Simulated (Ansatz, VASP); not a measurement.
**Al2Cu in VASP and in Ansatz**

```
Al Cu
1.0
     4.08803    0.00000    0.00000
     0.00000    4.08803    0.00000
     0.00000    0.00000    2.85133
Al Cu
2 1
Direct
  0.50000 0.00000 0.50000
  0.00000 0.50000 0.50000
  0.97405 0.97405 0.00000
```

Alike in both runs: task single point; functional r2SCAN; k mesh 12 × 12 × 16; occupations gaussian, width 0.15 eV; no spin polarisation.

|  | VASP | Ansatz |
| --- | --- | --- |
| version | VASP 6.6.1 | Ansatz 0.2.0 |
| potentials or method | VASP PAW PBE potentials, release 64 (Al, Cu), cutoff 520 eV | scalar-relativistic, plane waves, PAW |
| valence electrons in the cell | 17 | 25 |

|  | VASP | Ansatz | Ansatz less VASP |
| --- | --- | --- | --- |
| gap on the k mesh at the Fermi level (eV) | none | none | - |
| pressure (GPa) | 0.6 | 0.8 | +0.19 |
| traceless stress, the component that is largest in VASP (GPa) | -0.36 | -0.36 | 0.000 |
| rms of the force components (eV/Å) | 0.507 | 0.507 | -0.0004 |

VASP's potentials were made for PBE, not for r2SCAN. Atom by atom the forces differ by 0.001 eV/Å (rms over components). A gap of «none» marks a metal or a gap that the smearing closes. The functional is the same, so the differences come from potentials, cutoffs and numerics. VASP's potentials hold 17 valence electrons a cell and Ansatz's 25, so a difference there can come from the potentials and not from the codes.
